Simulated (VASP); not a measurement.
SrO: single point with r2SCAN

The system is SrO.

```
Sr O
1.0
     0.00000    2.79228    2.79228
     2.79228    0.00000    2.79228
     2.79228    2.79228    0.00000
Sr O
1 1
Direct
  0.00000 0.00000 0.00000
  0.25000 0.25000 0.25000
```

| Property | Result |
| --- | --- |
| Program | VASP 6.6.1 |
| Task | single point |
| Functional | r2SCAN |
| Potentials or basis | VASP PAW PBE potentials, release 64 (Sr_sv, O) |
| Cutoff | 520 eV |
| k mesh | 8 × 8 × 8 |
| Occupations | gaussian, width 0.01 eV |
| Spin | no spin polarisation |

| Quantity | Value |
| --- | --- |
| Pressure | 0.5 GPa |
| Band gap on the k mesh | 2.90 eV (least direct gap 3.75 eV) |

Levels at points of the mesh, in eV from the valence-band top:
```
           k point  band 6  band 7  band 8  band 9  band 10  band 11
(0.00, 0.00, 0.00)   -0.85   -0.85   -0.85    2.90     8.68     8.68
(0.50, 0.00, 0.00)   -0.70   -0.53   -0.53    5.64     7.64     8.19
(0.50, 0.50, 0.00)   -1.40   -0.01   -0.01    4.91     6.22    10.31
```

It took 2.7 min on 1 thread of Intel Xeon 8259CL (shared host), peak memory 0.18 GiB.

Caveat: the PAW data sets were made with another functional, which shifts forces and pressure a little. A k mesh can miss the band edges.
